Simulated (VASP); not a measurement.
# Be2C (Fm-3m) in VASP: notebook

The runs below take Be2C through electric field gradients, with PBE.

All numbers are computed with VASP 6.6.1; they aren't measurements. Logs are shortened: lines on timing, memory, paths and dates and some standing lists are left out, and cuts for length are marked.

**1. The cell of the first run**

It takes space group Fm-3m (No. 225, cubic). Conventional cell: a = 4.330 Å, b = 4.330 Å, c = 4.330 Å, α = 90.00°, β = 90.00°, γ = 90.00°. Be (site symmetry -43m) has 4 C at 1.87 Å and 6 Be at 2.17 Å within 2.5 Å. C (site symmetry m-3m) has 8 Be at 1.87 Å within 2.5 Å.

**2. Electric field gradients, PBE**

File INCAR:

```
SYSTEM = Be2C
PREC     = Accurate       ! precision mode
ENCUT    = 520            ! plane-wave cutoff, eV
EDIFF    = 1E-8           ! SCF threshold, eV
ISMEAR   = -1             ! smearing method
SIGMA    = 0.08           ! smearing width, eV
LREAL    = .FALSE.        ! projectors in reciprocal space
LASPH    = .TRUE.         ! aspherical terms in the spheres
NELM     = 120            ! most SCF steps
ALGO     = Normal         ! electronic algorithm
ISIF     = 2              ! what is computed and relaxed
LWAVE    = .FALSE.        ! write WAVECAR
LCHARG   = .FALSE.        ! write CHGCAR
GGA      = PE             ! functional
LEFG     = .TRUE.       
NBANDS   = 11             ! bands
GGA_COMPAT= .FALSE.
```

File KPOINTS:

```
regular mesh
0
G
  14 14 14
  0 0 0
```

File POSCAR:

```
Be2C
1.0
    0.0000000000      2.1650000000      2.1650000000
    2.1650000000      0.0000000000      2.1650000000
    2.1650000000      2.1650000000      0.0000000000
Be C
2 1
Direct
    0.2500000000      0.2500000000      0.2500000000
    0.7500000000      0.7500000000      0.7500000000
    0.0000000000      0.0000000000      0.0000000000
```

Potentials or basis: VASP PAW PBE potentials, release 64 (Be, C).

The run is started by

```
$ cat potpaw_PBE.64/Be/POTCAR potpaw_PBE.64/C/POTCAR > POTCAR
$ mpirun -np 1 vasp_std > vasp.out
```

OUTCAR:

```text
SYSTEM = Be2C
   PREC = Accurate
   ENCUT = 520
   EDIFF = 1E-8
   ISMEAR = -1
   LREAL = .FALSE.
   LASPH = .TRUE.
   NELM = 120
   ISIF = 2
   GGA = PE

 ion  position               nearest neighbor table
   1  0.250  0.250  0.250-   3 1.87   3 1.87   3 1.87   3 1.87   2 2.17   2 2.17   2 2.17   2 2.17
                             2 2.17   2 2.17
   2  0.750  0.750  0.750-   3 1.87   3 1.87   3 1.87   3 1.87   1 2.17   1 2.17   1 2.17   1 2.17
                             1 2.17   1 2.17
   3  0.000  0.000  0.000-   2 1.87   2 1.87   2 1.87   1 1.87   2 1.87   1 1.87   1 1.87   1 1.87

  LATTYP: Found a face centered cubic cell.
 ALAT       =     4.3300000000

  Lattice vectors:

 A1 = (   0.0000000000,   2.1650000000,   2.1650000000)
 A2 = (   2.1650000000,   0.0000000000,   2.1650000000)
 A3 = (   2.1650000000,   2.1650000000,   0.0000000000)

Analysis of symmetry for initial positions (statically):
=====================================================================
 Subroutine PRICEL returns:
 Original cell was already a primitive cell.

 Routine SETGRP: Setting up the symmetry group for a
 face centered cubic supercell.

 Subroutine GETGRP returns: Found 48 space group operations
 (whereof 48 operations were pure point group operations)
 out of a pool of 48 trial point group operations.

The static configuration has the point symmetry O_h .

Analysis of symmetry for dynamics (positions and initial velocities):
=====================================================================
 Subroutine PRICEL returns:
 Original cell was already a primitive cell.

 Routine SETGRP: Setting up the symmetry group for a
 face centered cubic supercell.

 Subroutine GETGRP returns: Found 48 space group operations
 (whereof 48 operations were pure point group operations)
 out of a pool of 48 trial point group operations.

The dynamic configuration has the point symmetry O_h .

 Subroutine INISYM returns: Found 48 space group operations
 (whereof 48 operations are pure point group operations),
 and found     1 'primitive' translations

----------------------------------------------------------------------------------------

                                     Primitive cell

  volume of cell :      20.2957

  direct lattice vectors                    reciprocal lattice vectors
     0.000000000  2.165000000  2.165000000    -0.230946882  0.230946882  0.230946882
     2.165000000  0.000000000  2.165000000     0.230946882 -0.230946882  0.230946882
     2.165000000  2.165000000  0.000000000     0.230946882  0.230946882 -0.230946882

  length of vectors
     3.061772363  3.061772363  3.061772363     0.400011734  0.400011734  0.400011734

  position of ions in fractional coordinates (direct lattice)
     0.250000000  0.250000000  0.250000000
     0.750000000  0.750000000  0.750000000
     0.000000000  0.000000000  0.000000000

  ion indices of the primitive-cell ions
   primitive index   ion index
                 1           1
                 2           2
                 3           3

----------------------------------------------------------------------------------------

 KPOINTS: regular mesh

Automatic generation of k-mesh.
 Grid dimensions read from file:
 generate k-points for:   14   14   14

 Generating k-lattice:

  Cartesian coordinates                     Fractional coordinates (reciprocal lattice)
    -0.016496206  0.016496206  0.016496206     0.071428571  0.000000000  0.000000000
     0.016496206 -0.016496206  0.016496206     0.000000000  0.071428571  0.000000000
     0.016496206  0.016496206 -0.016496206     0.000000000  0.000000000  0.071428571
[... 40 lines left out ...]
   number of dos      NEDOS =    301   number of ions     NIONS =      3
   total plane-waves  NPLWV =  13824
   dimension x,y,z NGX =    24 NGY =   24 NGZ =   24
   dimension x,y,z NGXF=    48 NGYF=   48 NGZF=   48
   ions per type =               2   1
   NGX,Y,Z   is equivalent  to a cutoff of  13.03, 13.03, 13.03 a.u.
   NGXF,Y,Z  is equivalent  to a cutoff of  26.06, 26.06, 26.06 a.u.
 SYSTEM =  Be2C
   PREC   = accura    normal or accurate (medium, high low for compatibility)
   ISTART =      0    job   : 0-new  1-cont  2-samecut
   ICHARG =      2    charge: 1-file 2-atom 10-const
   ISPIN  =      1    spin polarized calculation?
   LNONCOLLINEAR =      F non collinear calculations
   LSORBIT =      F    spin-orbit coupling
   LASPH  =      T    aspherical Exc in radial PAW
   ENCUT  =  520.0 eV  38.22 Ry    6.18 a.u.   5.69  5.69  5.69*2*pi/ulx,y,z
   NELM   =    120;   NELMIN=  2; NELMDL= -5     # of ELM steps
   EDIFF  = 0.1E-07   stopping-criterion for ELM
   LREAL  =      F    real-space projection
   EDIFFG = 0.1E-06   stopping-criterion for IOM
   NSW    =      0    number of steps for IOM
   IBRION =     -1    ionic relax: 0-MD 1-quasi-New 2-CG
   NFREE  =      0    steps in history (QN), initial steepest desc. (CG)
   ISIF   =      2    stress and relaxation
   ISYM   =      2    0-nonsym 1-usesym 2-fastsym
   POTIM  = 0.5000    time-step for ionic-motion
   TEBEG  =    0.0;   TEEND  =   0.0 temperature during run
   PSTRESS=    0.0 pullay stress
   NELECT =       8.0000    total number of electrons
   NUPDOWN=      -1.0000    fix difference up-down
   EMIN   =  10.00;   EMAX   =-10.00  energy-range for DOS
   EFERMI =   0.00;   METHOD = LEGACY
   ISMEAR =    -1;   SIGMA  =   0.08  broadening in eV -4-tet -1-fermi 0-gaus
   EFERMI_NEDOS =   21; number of points for ismear=-14 and -15
   IALGO  =     38    algorithm
   IMIX   =      4    mixing-type and parameters
     AMIX     =   0.40;   BMIX     =  1.00
     AMIX_MAG =   1.60;   BMIX_MAG =  1.00
  volume/ion in A,a.u.               =       6.77        45.65
  Fermi-wavevector in a.u.,A,eV,Ry     =   1.200338  2.268310 19.603432  1.440812
  Thomas-Fermi vector in A             =   2.336177
   LORBIT       =      0    0 simple, 1 ext, 2 COOP (PROOUT), +10 PAW based schemes
   GGA     = PE    functional components
   LHFCALC =     F    Hartree Fock is set to
   AEXX    =    0.0000 exact exchange contribution
   IVDW    =     0    specifies the selected vdW correction
   LEPSILON=     F    determine dielectric tensor
   LRPA    =     F    only Hartree local field effects (RPA)
 non-spin polarized calculation
  energy-cutoff  :      520.00
  volume of cell :       20.30
 maximum number of plane-waves:       568
   NGX = 11   NGY = 11   NGZ = 11

 number of electron       8.0000000 magnetization

 Free energy of the ion-electron system (eV)
  ---------------------------------------------------
  ext. energy  EPLUGINS =         0.00000000
  ---------------------------------------------------
  free energy    TOTEN  =       -17.45581630 eV

  energy without entropy =      -17.45581207  energy(sigma->0) =      -17.45581419

 E-fermi :   8.3385     XC(G=0): -11.4364

 val. band max:        7.7239071492   @ k =   0.0000   0.0000   0.0000
 cond. band min:       8.8812145229   @ k =   0.5000   0.5000   0.0000
 fundamental gap:      1.1573073737
 Fermi energy:         8.3385135875

 k-point     1 :       0.0000    0.0000    0.0000
  band No.  band energies     occupation
      1      -7.3118      2.00000
      2       7.7239      1.99908
      3       7.7239      1.99908
      4       7.7239      1.99908
      5      11.8505      0.00000
      6      11.8505      0.00000
      7      11.8505      0.00000
      8      14.4685      0.00000
      9      20.8884      0.00000
     10      20.8884      0.00000
     11      20.8884      0.00000
[... 309 lines left out ...]
 k-point    24 :       0.2857    0.1429    0.0000
  band No.  band energies     occupation
      1      -6.1483      2.00000
      2       3.2648      2.00000
      3       5.2561      2.00000
      4       6.0557      2.00000
      5      12.6325      0.00000
      6      13.8914      0.00000
      7      14.9228      0.00000
      8      15.1544      0.00000
      9      19.0488      0.00000
     10      21.9141      0.00000
     11      23.5512      0.00000

 [... further k-points ...]
[... 5 lines left out ...]
  --------------------------------------------------------------------------------------
  -------------------------------------------------------------------------------------
  Total        0.0218425      0.0218425      0.0218425      0.0000000      0.0000000      0.0000000
  in kB        1.7242882      1.7242882      1.7242882      0.0000000      0.0000000      0.0000000
  external PRESSURE =       1.7242882 kB  Pullay stress =       0.0000000 kB

 VOLUME and BASIS-vectors are now :
 -----------------------------------------------------------------------------
  energy-cutoff  :      520.00
  volume of cell :       20.30
      direct lattice vectors                 reciprocal lattice vectors
     0.000000000  2.165000000  2.165000000    -0.230946882  0.230946882  0.230946882
     2.165000000  0.000000000  2.165000000     0.230946882 -0.230946882  0.230946882
     2.165000000  2.165000000  0.000000000     0.230946882  0.230946882 -0.230946882

 POSITION                                       TOTAL-FORCE (eV/Angst)
 -----------------------------------------------------------------------------------
      1.08250      1.08250      1.08250        -0.000000     -0.000000      0.000000
      3.24750      3.24750      3.24750         0.000000      0.000000      0.000000
      0.00000      0.00000      0.00000        -0.000000     -0.000000     -0.000000
 -----------------------------------------------------------------------------------
    total drift:                               -0.000000      0.000000      0.000000

  FREE ENERGIE OF THE ION-ELECTRON SYSTEM (eV)
  ---------------------------------------------------
  free  energy   TOTEN  =       -17.4558163028 eV

  energy  without entropy=      -17.4558120672  energy(sigma->0) =      -17.45581419

 Electric field gradients (V/A^2)
---------------------------------------------------------------------
 ion       V_xx      V_yy      V_zz      V_xy      V_xz      V_yz
---------------------------------------------------------------------
   1      -0.000     0.000     0.000     0.000     0.000     0.000
   2      -0.000     0.000     0.000     0.000     0.000     0.000
   3      -0.000     0.000     0.000     0.000     0.000     0.000
---------------------------------------------------------------------

 Electric field gradients after diagonalization (V/A^2)
 (convention: |V_zz| > |V_xx| > |V_yy|)
----------------------------------------------------------------------
 ion       V_xx      V_yy      V_zz     asymmetry (V_yy - V_xx)/ V_zz
----------------------------------------------------------------------
   1      -0.000    -0.000     0.000       0.000
   2      -0.000    -0.000     0.000       0.000
   3      -0.000    -0.000     0.000       0.000
----------------------------------------------------------------------

           NMR quadrupolar parameters

 Cq : quadrupolar parameter    Cq=e*Q*V_zz/h
 eta: asymmetry parameters     (V_yy - V_xx)/ V_zz
 Q  : nuclear electric quadrupole moment in mb (millibarn)
----------------------------------------------------------------------
 ion       Cq(MHz)       eta       Q (mb)
----------------------------------------------------------------------
   1       0.000       0.000       1.000
   2       0.000       0.000       1.000
   3       0.000       0.000       1.000
----------------------------------------------------------------------
```

Run time: 14 s. Hardware: 1 thread of Intel Xeon 6975P-C, shared host; peak memory 0.15 GiB.

Results:

```yaml
Free_energy: -17.4558 eV
Pressure: 0.2 GPa
Band_gap_on_the_k_mesh: 1.16 eV, indirect (least direct gap 4.13 eV)
```

Caveat: without QUAD_EFG the Cq values of the log hold for a quadrupole moment of 1 mb, not for the nuclei.

**3. Electric field gradients, PBE**

File INCAR:

```
  ALGO = Normal
  EDIFF = 1E-8
  ENCUT = 520
  GGA = PE
  GGA_COMPAT = F
  ISIF = 2
  ISMEAR = -5
  LASPH = T
  LCHARG = F
  LEFG = T
  LREAL = F
  LWAVE = F
  NBANDS = 11
  NELM = 120
  PREC = Accurate
  SIGMA = 0.1
```

File KPOINTS:

```
k-points
0
Gamma
  14 14 14
```

POSCAR is that of step 2.

Potentials or basis: VASP PAW PBE potentials, release 64 (Be, C).

The run is started by

```
$ cat potpaw_PBE.64/Be/POTCAR potpaw_PBE.64/C/POTCAR > POTCAR
$ mpirun -np 1 vasp_std > vasp.out
```

OUTCAR:

```text
EDIFF = 1E-8
   ENCUT = 520
   GGA = PE
   ISIF = 2
   ISMEAR = -5
   LASPH = T
   LREAL = F
   NELM = 120
   PREC = Accurate

 ion  position               nearest neighbor table
   1  0.250  0.250  0.250-   3 1.87   3 1.87   3 1.87   3 1.87   2 2.17   2 2.17   2 2.17   2 2.17
                             2 2.17   2 2.17
   2  0.750  0.750  0.750-   3 1.87   3 1.87   3 1.87   3 1.87   1 2.17   1 2.17   1 2.17   1 2.17
                             1 2.17   1 2.17
   3  0.000  0.000  0.000-   2 1.87   2 1.87   2 1.87   1 1.87   2 1.87   1 1.87   1 1.87   1 1.87

  LATTYP: Found a face centered cubic cell.
 ALAT       =     4.3300000000

  Lattice vectors:

[... 561 lines left out ...]
---------------------------------------------------------------------
 ion       V_xx      V_yy      V_zz      V_xy      V_xz      V_yz
---------------------------------------------------------------------
   1       0.000     0.000    -0.000     0.000     0.000     0.000
   2       0.000     0.000    -0.000     0.000     0.000     0.000
   3       0.000    -0.000     0.000     0.000     0.000     0.000
---------------------------------------------------------------------

 Electric field gradients after diagonalization (V/A^2)
 (convention: |V_zz| > |V_xx| > |V_yy|)
----------------------------------------------------------------------
 ion       V_xx      V_yy      V_zz     asymmetry (V_yy - V_xx)/ V_zz
----------------------------------------------------------------------
   1      -0.000    -0.000     0.000       0.000
   2      -0.000    -0.000     0.000       0.000
   3      -0.000    -0.000     0.000       0.000
----------------------------------------------------------------------

           NMR quadrupolar parameters

 Cq : quadrupolar parameter    Cq=e*Q*V_zz/h
 eta: asymmetry parameters     (V_yy - V_xx)/ V_zz
 Q  : nuclear electric quadrupole moment in mb (millibarn)
----------------------------------------------------------------------
 ion       Cq(MHz)       eta       Q (mb)
----------------------------------------------------------------------
   1       0.000       0.000       1.000
   2       0.000       0.000       1.000
   3       0.000       0.000       1.000
----------------------------------------------------------------------
```

stdout:

```text
POSCAR found type information on POSCAR BeC
 POSCAR found :  2 types and       3 ions
 scaLAPACK will be used
 LDA part: xc-table for (Slater+PW92), standard interpolation
 POSCAR, INCAR and KPOINTS ok, starting setup
 FFT: planning ... GRIDC
 FFT: planning ... GRID_SOFT
 FFT: planning ... GRID
 WAVECAR not read
 entering main loop
ion   1

ion   2

ion   3
```

Wall time 12 s (1 thread of Intel Xeon 6975P-C, shared host); peak memory 0.15 GiB.

Results:

* Free energy: -17.4558 eV
* Pressure: 0.2 GPa
* Band gap on the k mesh: 1.16 eV, indirect (least direct gap 4.13 eV)

Levels at points of the mesh, in eV from the valence-band top:
```
           k point  band 1  band 2  band 3  band 4  band 5  band 6  band 7  band 8  band 9
(0.00, 0.00, 0.00)  -15.04    0.00    0.00    0.00    4.13    4.13    4.13    6.74   13.16
(0.50, 0.00, 0.00)  -12.17   -8.72   -1.83   -1.83    5.00    5.00    7.00    9.81   14.50
(0.50, 0.50, 0.00)  -11.42   -6.77   -4.72   -4.72    1.16    5.72   13.24   13.24   15.30
```

Caveat: without QUAD_EFG the Cq values of the log hold for a quadrupole moment of 1 mb, not for the nuclei. A k mesh can miss the band edges.
